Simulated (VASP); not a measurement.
# Bi (R-3m) in VASP: single point with PBE

Aim: the single point of Bi with PBE.

All numbers are computed with VASP 6.6.1; they aren't measurements. Logs are shortened: lines on timing, memory, paths and dates and some standing lists are left out, and cuts for length are marked.

## (1) The cell of the first run

Symmetry: R-3m, No. 166, trigonal system. The conventional cell has a = 4.582 Å, b = 4.582 Å, c = 12.169 Å, α = 90.00°, β = 90.00°, γ = 120.00°. Bi (site symmetry 3m) has 6 Bi at 3.11 to 3.59 Å within 4.1 Å.

## (2) Single point, PBE

Contents of INCAR:

```
  PREC = Accurate
  ENCUT = 500
  EDIFF = 1E-6
  ISMEAR = 0
  SIGMA = 0.1
  LREAL = F
  LASPH = T
  NELM = 120
  ALGO = Normal
  ISIF = 2
  LWAVE = F
  LCHARG = T
  GGA = PE
  LELF = T
  LVHAR = T
  NBANDS = 22
  GGA_COMPAT = F
```

Contents of KPOINTS:

```
regular mesh
0
Gamma
  12 12 12
```

Contents of POSCAR:

```
Bi
1.0
    2.2909017129      1.3226527207      4.0562857982
   -2.2909017129      1.3226527207      4.0562857982
    0.0000000000     -2.6453054413      4.0562857982
Bi
2
Direct
    0.2336683226      0.2336683226      0.2336683226
    0.7663316774      0.7663316774      0.7663316774
```

Potentials or basis: VASP PAW PBE potentials, release 64 (Bi_d).

Run with:

```
cat potpaw_PBE.64/Bi_d/POTCAR > POTCAR
mpirun -np 1 vasp_std > vasp.out
```

OUTCAR:

```text
PREC = Accurate
   ENCUT = 500
   EDIFF = 1E-6
   ISMEAR = 0
   LREAL = F
   LASPH = T
   NELM = 120
   ISIF = 2
   GGA = PE

 ion  position               nearest neighbor table
   1  0.234  0.234  0.234-   2 3.11   2 3.11   2 3.11   2 3.59   2 3.59   2 3.59
   2  0.766  0.766  0.766-   1 3.11   1 3.11   1 3.11   1 3.59   1 3.59   1 3.59

  LATTYP: Found a trigonal (rhomboedric) cell.
 ALAT       =     4.8426331014
 COS(alpha) =     0.5524106163

  Lattice vectors:

 A1 = (   2.2909017129,   1.3226527207,   4.0562857982)
 A2 = (  -2.2909017129,   1.3226527207,   4.0562857982)
 A3 = (   0.0000000000,  -2.6453054413,   4.0562857982)

Analysis of symmetry for initial positions (statically):
=====================================================================
 Subroutine PRICEL returns:
 Original cell was already a primitive cell.

 Routine SETGRP: Setting up the symmetry group for a
 trigonal (rhombohedral) supercell.

 Subroutine GETGRP returns: Found 12 space group operations
 (whereof 12 operations were pure point group operations)
 out of a pool of 12 trial point group operations.

The static configuration has the point symmetry D_3d.

Analysis of symmetry for dynamics (positions and initial velocities):
=====================================================================
 Subroutine PRICEL returns:
 Original cell was already a primitive cell.

 Routine SETGRP: Setting up the symmetry group for a
 trigonal (rhombohedral) supercell.

 Subroutine GETGRP returns: Found 12 space group operations
 (whereof 12 operations were pure point group operations)
 out of a pool of 12 trial point group operations.

The dynamic configuration has the point symmetry D_3d.

 Subroutine INISYM returns: Found 12 space group operations
 (whereof 12 operations are pure point group operations),
 and found     1 'primitive' translations

----------------------------------------------------------------------------------------

                                     Primitive cell

  volume of cell :      73.7449

  direct lattice vectors                    reciprocal lattice vectors
     2.290901713  1.322652721  4.056285798     0.218254671  0.126009393  0.082176984
    -2.290901713  1.322652721  4.056285798    -0.218254671  0.126009393  0.082176984
     0.000000000 -2.645305441  4.056285798     0.000000000 -0.252018786  0.082176984

  length of vectors
     4.842633101  4.842633101  4.842633101     0.265078338  0.265078338  0.265078338

  position of ions in fractional coordinates (direct lattice)
     0.233668323  0.233668323  0.233668323
     0.766331677  0.766331677  0.766331677

  ion indices of the primitive-cell ions
   primitive index   ion index
                 1           1
                 2           2

----------------------------------------------------------------------------------------

 KPOINTS: regular mesh

Automatic generation of k-mesh.
 Grid dimensions read from file:
 generate k-points for:   12   12   12

 Generating k-lattice:

  Cartesian coordinates                     Fractional coordinates (reciprocal lattice)
     0.018187889  0.010500783  0.006848082     0.083333333  0.000000000  0.000000000
    -0.018187889  0.010500783  0.006848082     0.000000000  0.083333333  0.000000000
     0.000000000 -0.021001566  0.006848082     0.000000000  0.000000000  0.083333333

  Length of vectors
     0.022089862  0.022089862  0.022089862

  Shift w.r.t. Gamma in fractional coordinates (k-lattice)
     0.000000000  0.000000000  0.000000000

 Subroutine IBZKPT returns following result:
 ===========================================

 Found    189 irreducible k-points:

 Following reciprocal coordinates:
            Coordinates               Weight
  0.000000  0.000000  0.000000      1.000000
  0.083333 -0.000000  0.000000      6.000000
  0.166667  0.000000  0.000000      6.000000
  0.250000  0.000000 -0.000000      6.000000
  0.333333  0.000000  0.000000      6.000000
  0.416667  0.000000  0.000000      6.000000
[... 16 lines left out ...]
  0.500000  0.166667  0.000000     12.000000
 -0.416667  0.166667  0.000000     12.000000
 [... further k-points ...]
   k-points           NKPTS =    189   k-points in BZ     NKDIM =    189   number of bands    NBANDS=     22
   number of dos      NEDOS =    301   number of ions     NIONS =      2
   total plane-waves  NPLWV =  46656
   dimension x,y,z NGX =    36 NGY =   36 NGZ =   36
   dimension x,y,z NGXF=    72 NGYF=   72 NGZF=   72
   ions per type =               2
   NGX,Y,Z   is equivalent  to a cutoff of  12.36, 12.36, 12.36 a.u.
   NGXF,Y,Z  is equivalent  to a cutoff of  24.72, 24.72, 24.72 a.u.
 SYSTEM =  unknown system
   PREC   = accura    normal or accurate (medium, high low for compatibility)
   ISTART =      0    job   : 0-new  1-cont  2-samecut
   ICHARG =      2    charge: 1-file 2-atom 10-const
   ISPIN  =      1    spin polarized calculation?
   LNONCOLLINEAR =      F non collinear calculations
   LSORBIT =      F    spin-orbit coupling
   LASPH  =      T    aspherical Exc in radial PAW
   ENCUT  =  500.0 eV  36.75 Ry    6.06 a.u.   8.83  8.83  8.83*2*pi/ulx,y,z
   NELM   =    120;   NELMIN=  2; NELMDL= -5     # of ELM steps
   EDIFF  = 0.1E-05   stopping-criterion for ELM
   LREAL  =      F    real-space projection
   EDIFFG = 0.1E-04   stopping-criterion for IOM
   NSW    =      0    number of steps for IOM
   IBRION =     -1    ionic relax: 0-MD 1-quasi-New 2-CG
   NFREE  =      0    steps in history (QN), initial steepest desc. (CG)
   ISIF   =      2    stress and relaxation
   ISYM   =      2    0-nonsym 1-usesym 2-fastsym
   POTIM  = 0.5000    time-step for ionic-motion
   TEBEG  =    0.0;   TEEND  =   0.0 temperature during run
   PSTRESS=    0.0 pullay stress
   NELECT =      30.0000    total number of electrons
   NUPDOWN=      -1.0000    fix difference up-down
   EMIN   =  10.00;   EMAX   =-10.00  energy-range for DOS
   EFERMI =   0.00;   METHOD = LEGACY
   ISMEAR =     0;   SIGMA  =   0.10  broadening in eV -4-tet -1-fermi 0-gaus
   EFERMI_NEDOS =   21; number of points for ismear=-14 and -15
   IALGO  =     38    algorithm
   IMIX   =      4    mixing-type and parameters
     AMIX     =   0.40;   BMIX     =  1.00
     AMIX_MAG =   1.60;   BMIX_MAG =  1.00
  volume/ion in A,a.u.               =      36.87       248.83
  Fermi-wavevector in a.u.,A,eV,Ry     =   1.213029  2.292293 20.020151  1.471440
  Thomas-Fermi vector in A             =   2.348494
   LORBIT       =      0    0 simple, 1 ext, 2 COOP (PROOUT), +10 PAW based schemes
   GGA     = PE    functional components
   LHFCALC =     F    Hartree Fock is set to
   AEXX    =    0.0000 exact exchange contribution
   IVDW    =     0    specifies the selected vdW correction
   LEPSILON=     F    determine dielectric tensor
   LRPA    =     F    only Hartree local field effects (RPA)
 non-spin polarized calculation
 Gauss-broadening in eV      SIGMA  =   0.10
  energy-cutoff  :      500.00
  volume of cell :       73.74
 maximum number of plane-waves:      1899
   NGX = 17   NGY = 17   NGZ = 17

 number of electron      29.9999994 magnetization

 Free energy of the ion-electron system (eV)
  ---------------------------------------------------
  ext. energy  EPLUGINS =         0.00000000
  ---------------------------------------------------
  free energy    TOTEN  =        -7.77487623 eV

  energy without entropy =       -7.77366200  energy(sigma->0) =       -7.77426912

 E-fermi :   5.7986     XC(G=0):  -9.3122

 val. band max:        5.7626625159   @ k =   0.4167   0.0833   0.0833
 cond. band min:       5.8119387390   @ k =  -0.4167   0.5000   0.4167
 fundamental gap:      0.0492762231
 Fermi energy:         5.7986342641

 k-point     1 :       0.0000    0.0000    0.0000
  band No.  band energies     occupation
      1     -17.0404      2.00000
      2     -17.0404      2.00000
      3     -16.9077      2.00000
      4     -16.9077      2.00000
      5     -16.8948      2.00000
      6     -16.7478      2.00000
[... 14 lines left out ...]
     21      11.6767      0.00000
     22      11.6979      0.00000

 k-point     2 :       0.0833   -0.0000    0.0000
  band No.  band energies     occupation
      1     -17.0361      2.00000
      2     -17.0347      2.00000
      3     -16.9058      2.00000
      4     -16.9043      2.00000
      5     -16.8919      2.00000
      6     -16.7504      2.00000
[... 14 lines left out ...]
     21      11.7337      0.00000
     22      12.3047      0.00000

 k-point     3 :       0.1667    0.0000    0.0000
  band No.  band energies     occupation
      1     -17.0240      2.00000
      2     -17.0180      2.00000
      3     -16.9010      2.00000
      4     -16.8945      2.00000
      5     -16.8830      2.00000
      6     -16.7589      2.00000
[... 14 lines left out ...]
     21      12.0100      0.00000
     22      13.5023      0.00000

 k-point     4 :       0.2500    0.0000   -0.0000
  band No.  band energies     occupation
      1     -17.0057      2.00000
      2     -16.9914      2.00000
      3     -16.8947      2.00000
      4     -16.8794      2.00000
      5     -16.8683      2.00000
      6     -16.7742      2.00000
[... 14 lines left out ...]
     21      12.5684      0.00000
     22      14.9062      0.00000

 k-point     5 :       0.3333    0.0000    0.0000
  band No.  band energies     occupation
      1     -16.9849      2.00000
      2     -16.9573      2.00000
      3     -16.8882      2.00000
      4     -16.8605      2.00000
      5     -16.8492      2.00000
      6     -16.7955      2.00000
[... 14 lines left out ...]
     21      13.3708      0.00000
     22      15.7589      0.00000

 k-point     6 :       0.4167    0.0000    0.0000
  band No.  band energies     occupation
      1     -16.9672      2.00000
      2     -16.9198      2.00000
      3     -16.8830      2.00000
      4     -16.8403      2.00000
      5     -16.8391      2.00000
      6     -16.8102      2.00000
[... 14 lines left out ...]
     21      14.3611      0.00000
     22      14.8719      0.00000

 k-point     7 :       0.5000    0.0000   -0.0000
  band No.  band energies     occupation
      1     -16.9599      2.00000
      2     -16.8951      2.00000
      3     -16.8797      2.00000
      4     -16.8557      2.00000
      5     -16.8248      2.00000
      6     -16.8134      2.00000
[... 324 lines left out ...]
      6     -16.7740      2.00000
[... 14 lines left out ...]
     21      13.0056      0.00000
     22      13.3775      0.00000

 k-point    21 :       0.3333    0.1667   -0.0000
  band No.  band energies     occupation
      1     -17.0171      2.00000
      2     -16.9501      2.00000
      3     -16.8961      2.00000
      4     -16.8745      2.00000
      5     -16.8495      2.00000
      6     -16.7911      2.00000
[... 14 lines left out ...]
     21      13.8090      0.00000
     22      14.4628      0.00000

 k-point    22 :       0.4167    0.1667    0.0000
  band No.  band energies     occupation
      1     -16.9980      2.00000
      2     -16.9253      2.00000
      3     -16.8815      2.00000
      4     -16.8703      2.00000
      5     -16.8307      2.00000
      6     -16.8109      2.00000
[... 14 lines left out ...]
     21      14.8053      0.00000
     22      14.8448      0.00000

 k-point    23 :       0.5000    0.1667    0.0000
  band No.  band energies     occupation
      1     -16.9822      2.00000
      2     -16.9034      2.00000
      3     -16.8727      2.00000
      4     -16.8586      2.00000
      5     -16.8318      2.00000
      6     -16.8117      2.00000
[... 14 lines left out ...]
     21      14.6367      0.00000
     22      14.9708      0.00000

 k-point    24 :      -0.4167    0.1667    0.0000
  band No.  band energies     occupation
      1     -16.9798      2.00000
      2     -16.8825      2.00000
      3     -16.8730      2.00000
      4     -16.8594      2.00000
      5     -16.8315      2.00000
      6     -16.8175      2.00000
[... 14 lines left out ...]
     21      13.7915      0.00000
     22      15.5391      0.00000

 [... further k-points ...]
[... 5 lines left out ...]
  --------------------------------------------------------------------------------------
  -------------------------------------------------------------------------------------
  Total       -0.0098558     -0.0098558     -0.0083907      0.0000000     -0.0000000      0.0000000
  in kB       -0.2141258     -0.2141258     -0.1822961      0.0000000     -0.0000000      0.0000000
  external PRESSURE =      -0.2035159 kB  Pullay stress =       0.0000000 kB

 VOLUME and BASIS-vectors are now :
 -----------------------------------------------------------------------------
  energy-cutoff  :      500.00
  volume of cell :       73.74
      direct lattice vectors                 reciprocal lattice vectors
     2.290901713  1.322652721  4.056285798     0.218254671  0.126009393  0.082176984
    -2.290901713  1.322652721  4.056285798    -0.218254671  0.126009393  0.082176984
     0.000000000 -2.645305441  4.056285798     0.000000000 -0.252018786  0.082176984

 POSITION                                       TOTAL-FORCE (eV/Angst)
 -----------------------------------------------------------------------------------
      0.00000      0.00000      2.84348         0.000000      0.000000      0.004163
      0.00000      0.00000      9.32538         0.000000     -0.000000     -0.004163
 -----------------------------------------------------------------------------------
    total drift:                                0.000000     -0.000000      0.000000

  FREE ENERGIE OF THE ION-ELECTRON SYSTEM (eV)
  ---------------------------------------------------
  free  energy   TOTEN  =        -7.7748762335 eV

  energy  without entropy=       -7.7736620010  energy(sigma->0) =       -7.77426912
```

Wall time 3.1 min (1 thread of AMD EPYC 7R13 (Zen 3), shared host); peak memory 0.33 GiB.

What came out:

| Property | Result |
| --- | --- |
| Free energy | -7.7749 eV |
| Pressure | 0.0 GPa |
| Largest force | 0.004 eV/Å |
| Band gap on the k mesh | zero (bands 15 and 16 overlap by 0.21 eV) |

Forces on the atoms (eV/Å):
```
Bi   0.000  0.000  0.004
Bi   0.000  0.000 -0.004
```

Caveat: spin-orbit coupling is left out, which moves the levels of the heavy elements.

The gap in the log of VASP goes by the Fermi energy; the results here count the filled bands.